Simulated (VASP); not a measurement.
# AgCl (Fm-3m) in VASP: further runs

AgCl is run at these levels: HSE06, HSE03, PBE0, PBE; tasks: band structure, vibrations by perturbation theory.

Everything below comes from runs of VASP 6.6.1. Logs are shortened: lines on timing, memory, paths and dates and some standing lists are left out, and cuts for length are marked.

### 1 The cell of the first run

The structure is cubic, space group Fm-3m (No. 225). Conventional cell: a = 5.470 Å, b = 5.470 Å, c = 5.470 Å, α = 90.00°, β = 90.00°, γ = 90.00°. Within 3.6 Å of Ag (site symmetry m-3m) lie 6 Cl at 2.73 Å. Cl (site symmetry m-3m) has 6 Ag at 2.73 Å within 3.6 Å.

### 2 Band structure, HSE06

The input, POSCAR:

```
AgCl
1.0
    0.0000000000      2.7350000000      2.7350000000
    2.7350000000      0.0000000000      2.7350000000
    2.7350000000      2.7350000000      0.0000000000
Ag Cl
1 1
Direct
    0.0000000000      0.0000000000      0.0000000000
    0.5000000000      0.5000000000      0.5000000000
```

The input, INCAR.step1:

```
SYSTEM = AgCl
PREC = Accurate
ENCUT = 520
EDIFF = 1E-5
ISMEAR = 0
SIGMA = 0.02
LREAL = .False.
LASPH = .True.
NELM = 60
ALGO = Normal
ISIF = 2
LWAVE = .True.
LCHARG = .False.
LMAXMIX = 4
NBANDS = 16
GGA = PE
KPAR = 4
```

The input, INCAR.step2:

```
SYSTEM = AgCl
PREC = Accurate
ENCUT = 520
EDIFF = 1E-7
ISMEAR = 0
SIGMA = 0.02
LREAL = .False.
LASPH = .True.
NELM = 60
ALGO = Normal
ISIF = 2
LWAVE = .False.
LCHARG = .False.
LMAXMIX = 4
GGA = PE
LHFCALC = .True.
HFSCREEN = 0.2
PRECFOCK = Fast
NBANDS = 16
ISTART = 1
KPAR = 4
```

The input, KPOINTS:

```
regular mesh
0
Gamma
  6 6 6
  0 0 0
```

The input, KPOINTS_OPT:

```
path GXWKGLUWLK,UX
8
line-mode
reciprocal
 0.0000000000  0.0000000000  0.0000000000  G
 0.5000000000  0.0000000000  0.5000000000  X

 0.5000000000  0.0000000000  0.5000000000  X
 0.5000000000  0.2500000000  0.7500000000  W

 0.5000000000  0.2500000000  0.7500000000  W
 0.3750000000  0.3750000000  0.7500000000  K

 0.3750000000  0.3750000000  0.7500000000  K
 0.0000000000  0.0000000000  0.0000000000  G

 0.0000000000  0.0000000000  0.0000000000  G
 0.5000000000  0.5000000000  0.5000000000  L

 0.5000000000  0.5000000000  0.5000000000  L
 0.6250000000  0.2500000000  0.6250000000  U

 0.6250000000  0.2500000000  0.6250000000  U
 0.5000000000  0.2500000000  0.7500000000  W

 0.5000000000  0.2500000000  0.7500000000  W
 0.5000000000  0.5000000000  0.5000000000  L

 0.5000000000  0.5000000000  0.5000000000  L
 0.3750000000  0.3750000000  0.7500000000  K

 0.6250000000  0.2500000000  0.6250000000  U
 0.5000000000  0.0000000000  0.5000000000  X
```

Potentials or basis: VASP PAW PBE potentials, release 64 (Ag, Cl).

Command:

```console
cat potpaw_PBE.64/Ag/POTCAR potpaw_PBE.64/Cl/POTCAR > POTCAR
cp INCAR.step1 INCAR
mpirun -np 4 vasp_std > vasp.out
cp INCAR.step2 INCAR
mpirun -np 4 vasp_std > vasp.out
```

OUTCAR:

```text
SYSTEM = AgCl
   PREC = Accurate
   ENCUT = 520
   EDIFF = 1E-7
   ISMEAR = 0
   LREAL = .False.
   LASPH = .True.
   NELM = 60
   ISIF = 2
   GGA = PE
   LHFCALC = .True.
   HFSCREEN = 0.2
   PRECFOCK = Fast
   ISTART = 1

 ion  position               nearest neighbor table
   1  0.000  0.000  0.000-   2 2.73   2 2.73   2 2.73   2 2.73   2 2.73   2 2.73
   2  0.500  0.500  0.500-   1 2.73   1 2.73   1 2.73   1 2.73   1 2.73   1 2.73

  LATTYP: Found a face centered cubic cell.
 ALAT       =     5.4700000000

  Lattice vectors:

 A1 = (   0.0000000000,   2.7350000000,   2.7350000000)
 A2 = (   2.7350000000,   0.0000000000,   2.7350000000)
 A3 = (   2.7350000000,   2.7350000000,   0.0000000000)

Analysis of symmetry for initial positions (statically):
=====================================================================
 Subroutine PRICEL returns:
 Original cell was already a primitive cell.

 Routine SETGRP: Setting up the symmetry group for a
 face centered cubic supercell.

 Subroutine GETGRP returns: Found 48 space group operations
 (whereof 48 operations were pure point group operations)
 out of a pool of 48 trial point group operations.

The static configuration has the point symmetry O_h .

Analysis of symmetry for dynamics (positions and initial velocities):
=====================================================================
 Subroutine PRICEL returns:
 Original cell was already a primitive cell.

 Routine SETGRP: Setting up the symmetry group for a
 face centered cubic supercell.

 Subroutine GETGRP returns: Found 48 space group operations
 (whereof 48 operations were pure point group operations)
 out of a pool of 48 trial point group operations.

The dynamic configuration has the point symmetry O_h .

 Subroutine INISYM returns: Found 48 space group operations
 (whereof 48 operations are pure point group operations),
 and found     1 'primitive' translations

----------------------------------------------------------------------------------------

                                     Primitive cell

  volume of cell :      40.9168

  direct lattice vectors                    reciprocal lattice vectors
     0.000000000  2.735000000  2.735000000    -0.182815356  0.182815356  0.182815356
     2.735000000  0.000000000  2.735000000     0.182815356 -0.182815356  0.182815356
     2.735000000  2.735000000  0.000000000     0.182815356  0.182815356 -0.182815356

  length of vectors
     3.867874093  3.867874093  3.867874093     0.316645486  0.316645486  0.316645486

  position of ions in fractional coordinates (direct lattice)
     0.000000000  0.000000000  0.000000000
     0.500000000  0.500000000  0.500000000

  ion indices of the primitive-cell ions
   primitive index   ion index
                 1           1
                 2           2

----------------------------------------------------------------------------------------

 KPOINTS: regular mesh

Automatic generation of k-mesh.
 Grid dimensions read from file:
 generate k-points for:    6    6    6

 Generating k-lattice:

  Cartesian coordinates                     Fractional coordinates (reciprocal lattice)
    -0.030469226  0.030469226  0.030469226     0.166666667  0.000000000  0.000000000
     0.030469226 -0.030469226  0.030469226     0.000000000  0.166666667  0.000000000
     0.030469226  0.030469226 -0.030469226     0.000000000  0.000000000  0.166666667

  Length of vectors
     0.052774248  0.052774248  0.052774248

  Shift w.r.t. Gamma in fractional coordinates (k-lattice)
     0.000000000  0.000000000  0.000000000

 Subroutine IBZKPT returns following result:
 ===========================================

 Found     16 irreducible k-points:

 Following reciprocal coordinates:
            Coordinates               Weight
  0.000000  0.000000  0.000000      1.000000
  0.166667  0.000000  0.000000      8.000000
  0.333333  0.000000  0.000000      8.000000
  0.500000  0.000000  0.000000      4.000000
  0.166667  0.166667  0.000000      6.000000
  0.333333  0.166667  0.000000     24.000000
[... 8 lines left out ...]
 -0.333333  0.333333  0.166667     24.000000
 -0.333333  0.500000  0.166667     12.000000
   k-points           NKPTS =     16   k-points in BZ     NKDIM =    216   number of bands    NBANDS=     16
   number of dos      NEDOS =    301   number of ions     NIONS =      2
   total plane-waves  NPLWV =  27000
   dimension x,y,z NGX =    30 NGY =   30 NGZ =   30
   dimension x,y,z NGXF=    60 NGYF=   60 NGZF=   60
   ions per type =               1   1
   NGX,Y,Z   is equivalent  to a cutoff of  12.89, 12.89, 12.89 a.u.
   NGXF,Y,Z  is equivalent  to a cutoff of  25.79, 25.79, 25.79 a.u.
 SYSTEM =  AgCl
   PREC   = accura    normal or accurate (medium, high low for compatibility)
   ISTART =      1    job   : 0-new  1-cont  2-samecut
   ICHARG =      0    charge: 1-file 2-atom 10-const
   ISPIN  =      1    spin polarized calculation?
   LNONCOLLINEAR =      F non collinear calculations
   LSORBIT =      F    spin-orbit coupling
   LASPH  =      T    aspherical Exc in radial PAW
   ENCUT  =  520.0 eV  38.22 Ry    6.18 a.u.   7.19  7.19  7.19*2*pi/ulx,y,z
   NELM   =     60;   NELMIN=  2; NELMDL=  0     # of ELM steps
   EDIFF  = 0.1E-06   stopping-criterion for ELM
   LREAL  =      F    real-space projection
   EDIFFG = 0.1E-05   stopping-criterion for IOM
   NSW    =      0    number of steps for IOM
   IBRION =     -1    ionic relax: 0-MD 1-quasi-New 2-CG
   NFREE  =      0    steps in history (QN), initial steepest desc. (CG)
   ISIF   =      2    stress and relaxation
   ISYM   =      3    0-nonsym 1-usesym 2-fastsym
   POTIM  = 0.5000    time-step for ionic-motion
   TEBEG  =    0.0;   TEEND  =   0.0 temperature during run
   PSTRESS=    0.0 pullay stress
   NELECT =      18.0000    total number of electrons
   NUPDOWN=      -1.0000    fix difference up-down
   EMIN   =  10.00;   EMAX   =-10.00  energy-range for DOS
   EFERMI =   0.00;   METHOD = LEGACY
   ISMEAR =     0;   SIGMA  =   0.02  broadening in eV -4-tet -1-fermi 0-gaus
   EFERMI_NEDOS =   21; number of points for ismear=-14 and -15
   IALGO  =     38    algorithm
   IMIX   =      1    mixing-type and parameters
     AMIX     =   0.40;   BMIX     =  1.00
     AMIX_MAG =   1.60;   BMIX_MAG =  1.00
  volume/ion in A,a.u.               =      20.46       138.06
  Fermi-wavevector in a.u.,A,eV,Ry     =   1.245083  2.352866 21.092186  1.550232
  Thomas-Fermi vector in A             =   2.379321
   LORBIT       =      0    0 simple, 1 ext, 2 COOP (PROOUT), +10 PAW based schemes
   GGA     = PE    functional components
   LHFCALC =     T    Hartree Fock is set to
   PRECFOCK=fast      Normal, Fast or Accurate (Low or Medium for compatibility)
   ENCUT4O =  -1.0   cutoff for four orbital integrals eV
   NKREDX  =     1    reduce k-point grid by
   NKREDY  =     1    reduce k-point grid by
   NKREDZ  =     1    reduce k-point grid by
   AEXX    =    0.2500 exact exchange contribution
   HFSCREEN=    0.2000 screening length (either q_TF or 0.3 A-1)
   HFSCREENC=   0.2000 screening length for correlation (either q_TF or 0.3 A-1)
   ENCUTFOCK=  -1.0 apply spherical cutoff to Coloumb kernel
   IVDW    =     0    specifies the selected vdW correction
   LEPSILON=     F    determine dielectric tensor
   LRPA    =     F    only Hartree local field effects (RPA)
 non-spin polarized calculation
 Gauss-broadening in eV      SIGMA  =   0.02
  energy-cutoff  :      520.00
  volume of cell :       40.92
 maximum number of plane-waves:      1113
 NGX is ok and might be reduce to    30
  NGX = 18; NGY = 18; NGZ = 18

 number of electron      18.0000002 magnetization

 Free energy of the ion-electron system (eV)
  ---------------------------------------------------
  ext. energy  EPLUGINS =         0.00000000
  ---------------------------------------------------
  free energy    TOTEN  =        -6.63053069 eV

  energy without entropy =       -6.63053069  energy(sigma->0) =       -6.63053069

 E-fermi :   3.4505     XC(G=0):  -8.3710

 val. band max:        3.3235124290   @ k =   0.5000   0.0000   0.0000
 cond. band min:       5.7226958229   @ k =   0.0000   0.0000   0.0000
 fundamental gap:      2.3991833939
 Fermi energy:         3.4505032513

 k-point     1 :       0.0000    0.0000    0.0000
  band No.  band energies     occupation
      1     -13.2721      2.00000
      2       0.2971      2.00000
      3       0.2971      2.00000
      4       0.2971      2.00000
      5       0.2983      2.00000
      6       0.2983      2.00000
[... 8 lines left out ...]
     15      18.9361      0.00000
     16      18.9361      0.00000

 k-point     2 :       0.1667    0.0000    0.0000
  band No.  band energies     occupation
      1     -13.1475      2.00000
      2      -0.5328      2.00000
      3      -0.5233      2.00000
      4      -0.5233      2.00000
      5       0.3947      2.00000
      6       0.3947      2.00000
[... 8 lines left out ...]
     15      17.1228      0.00000
     16      17.8922      0.00000

 k-point     3 :       0.3333    0.0000    0.0000
  band No.  band energies     occupation
      1     -12.8806      2.00000
      2      -1.8885      2.00000
      3      -1.2335      2.00000
      4      -1.2335      2.00000
      5       0.5973      2.00000
      6       0.5973      2.00000
[... 8 lines left out ...]
     15      17.9521      0.00000
     16      17.9802      0.00000

 k-point     4 :       0.5000    0.0000    0.0000
  band No.  band energies     occupation
      1     -12.7367      2.00000
      2      -2.4573      2.00000
      3      -1.4848      2.00000
      4      -1.4848      2.00000
      5       0.7026      2.00000
      6       0.7026      2.00000
[... 8 lines left out ...]
     15      18.9007      0.00000
     16      18.9007      0.00000
[... 172 lines left out ...]
 k-point    14 :       0.5000    0.3333    0.1667
  band No.  band energies     occupation
      1     -12.7693      2.00000
      2      -1.8535      2.00000
      3      -1.2076      2.00000
      4      -0.7653      2.00000
      5       0.5369      2.00000
      6       0.7002      2.00000
[... 8 lines left out ...]
     15      19.8064      0.00000
     16      21.4901      0.00000

 k-point    15 :      -0.3333    0.3333    0.1667
  band No.  band energies     occupation
      1     -12.6957      2.00000
      2      -1.7283      2.00000
      3      -1.2309      2.00000
      4      -1.2281      2.00000
      5       0.6302      2.00000
      6       0.7239      2.00000
[... 8 lines left out ...]
     15      18.9123      0.00000
     16      20.5889      0.00000

 k-point    16 :      -0.3333    0.5000    0.1667
  band No.  band energies     occupation
      1     -12.6930      2.00000
      2      -1.2842      2.00000
      3      -1.2025      2.00000
      4      -0.8166      2.00000
      5       0.7275      2.00000
      6       0.8226      2.00000
[... 8 lines left out ...]
     15      19.6028      0.00000
     16      20.3988      0.00000

------------------------ aborting loop because EDIFF is reached ----------------------------------------

  FORCE on cell =-STRESS in cart. coord.  units (eV):
  Direction    XX          YY          ZZ          XY          YZ          ZX
  --------------------------------------------------------------------------------------
  -------------------------------------------------------------------------------------
  Total        0.8907764      0.8907764      0.8907764     -0.0000000     -0.0000000      0.0000000
  in kB       34.8800655     34.8800655     34.8800655     -0.0000000     -0.0000000      0.0000000
  external PRESSURE =      34.8800655 kB  Pullay stress =       0.0000000 kB

 VOLUME and BASIS-vectors are now :
 -----------------------------------------------------------------------------
  energy-cutoff  :      520.00
  volume of cell :       40.92
      direct lattice vectors                 reciprocal lattice vectors
     0.000000000  2.735000000  2.735000000    -0.182815356  0.182815356  0.182815356
     2.735000000  0.000000000  2.735000000     0.182815356 -0.182815356  0.182815356
     2.735000000  2.735000000  0.000000000     0.182815356  0.182815356 -0.182815356

 POSITION                                       TOTAL-FORCE (eV/Angst)
 -----------------------------------------------------------------------------------
      0.00000      0.00000      0.00000        -0.000000      0.000000     -0.000000
      2.73500      2.73500      2.73500         0.000000     -0.000000      0.000000
 -----------------------------------------------------------------------------------
    total drift:                               -0.000006     -0.000008     -0.000008

  FREE ENERGIE OF THE ION-ELECTRON SYSTEM (eV)
  ---------------------------------------------------
  free  energy   TOTEN  =        -6.6305306865 eV

  energy  without entropy=       -6.6305306865  energy(sigma->0) =       -6.63053069
```

It took 17 min on 4 MPI ranks of AMD EPYC 9R14 (Zen 4), shared host; peak memory 0.3 GiB.

Results:

```
Free energy             : -6.6305 eV
Pressure                : 3.5 GPa
Band gap on the k mesh  : 2.40 eV (least direct gap 4.83 eV)
Band gap along the path : 2.40 eV (least direct gap 4.68 eV)
```

Levels at the corners of the path, in eV from the valence-band top:
```
point  band 5  band 6  band 7  band 8  band 9  band 10  band 11  band 12  band 13  band 14
    Γ   -3.03   -3.03   -2.43   -2.43   -2.43     2.40    12.45    12.45    12.45    13.77
    X   -3.28   -2.82   -2.49   -2.49   -2.39     3.94     9.36    10.50    13.67    13.67
    X   -3.28   -2.82   -2.49   -2.49   -2.39     3.94     9.36    10.50    13.67    13.67
    W   -2.50   -2.49   -2.43   -2.43   -1.37     5.93     9.46     9.46     9.75    15.56
    W   -2.50   -2.49   -2.43   -2.43   -1.37     5.93     9.46     9.46     9.75    15.56
    K   -2.85   -2.55   -2.30   -2.03   -1.25     5.26     8.78     9.83    11.72    13.60
    K   -2.85   -2.55   -2.30   -2.03   -1.25     5.26     8.78     9.83    11.72    13.60
    Γ   -3.03   -3.03   -2.43   -2.43   -2.43     2.40    12.45    12.45    12.45    13.77
    Γ   -3.03   -3.03   -2.43   -2.43   -2.43     2.40    12.45    12.45    12.45    13.77
    L   -2.62   -2.62   -2.17    0.00    0.00     5.52     8.73     9.21     9.21    15.42
    L   -2.62   -2.62   -2.17    0.00    0.00     5.52     8.73     9.21     9.21    15.42
    U   -2.85   -2.55   -2.30   -2.03   -1.25     5.26     8.78     9.83    11.72    13.60
    U   -2.85   -2.55   -2.30   -2.03   -1.25     5.26     8.78     9.83    11.72    13.60
    W   -2.50   -2.49   -2.43   -2.43   -1.37     5.93     9.46     9.46     9.75    15.56
    W   -2.50   -2.49   -2.43   -2.43   -1.37     5.93     9.46     9.46     9.75    15.56
    L   -2.62   -2.62   -2.17    0.00    0.00     5.52     8.73     9.21     9.21    15.42
    L   -2.62   -2.62   -2.17    0.00    0.00     5.52     8.73     9.21     9.21    15.42
    K   -2.85   -2.55   -2.30   -2.03   -1.25     5.26     8.78     9.83    11.72    13.60
    U   -2.85   -2.55   -2.30   -2.03   -1.25     5.26     8.78     9.83    11.72    13.60
    X   -3.28   -2.82   -2.49   -2.49   -2.39     3.94     9.36    10.50    13.67    13.67
```

Caveat: the cell stands under pressure; the PAW data sets were made with another functional, which shifts forces and pressure a little.

(Part 1 of 2 ends here.)
